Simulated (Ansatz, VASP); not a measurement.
## Two plane-wave programs on C10O

```
C O
1.0
     2.46554    0.00000    0.00000
    -1.23277    2.13415    0.00000
     0.00000    0.00000   32.59797
C O
10 1
Direct
  0.08331 0.16662 0.26075
  0.41669 0.83338 0.26075
  0.58331 0.16662 0.36504
  0.91669 0.83338 0.36504
  0.08331 0.16662 0.46932
  0.41669 0.83338 0.46932
  0.58331 0.16662 0.57361
  0.91669 0.83338 0.57361
  0.08331 0.16662 0.67789
  0.41669 0.83338 0.67789
  0.08331 0.41662 0.75417
```

Alike in both runs: task single point; functional PBE; dispersion D3(BJ); k mesh 12 × 12 × 1; occupations gaussian, width 0.1 eV; no spin polarisation.

|  | VASP | Ansatz |
| --- | --- | --- |
| version | VASP 6.6.1 | Ansatz 0.2.0 |
| potentials or method | VASP PAW PBE potentials, release 64 (C, O), cutoff 520 eV | scalar-relativistic, plane waves, PAW |
| valence electrons in the cell | 46 | 46 |

```tsv
	VASP	Ansatz	Ansatz less VASP
gap on the k mesh at the Fermi level (eV)	none	none	-
rms of the force components (eV/Å)	0.048	0.048	0.0000
```

Atom by atom the forces differ by 0.000 eV/Å (rms over components). A gap of «none» marks a metal or a gap that the smearing closes. Ansatz's warnings: xc potential rough in thin density.
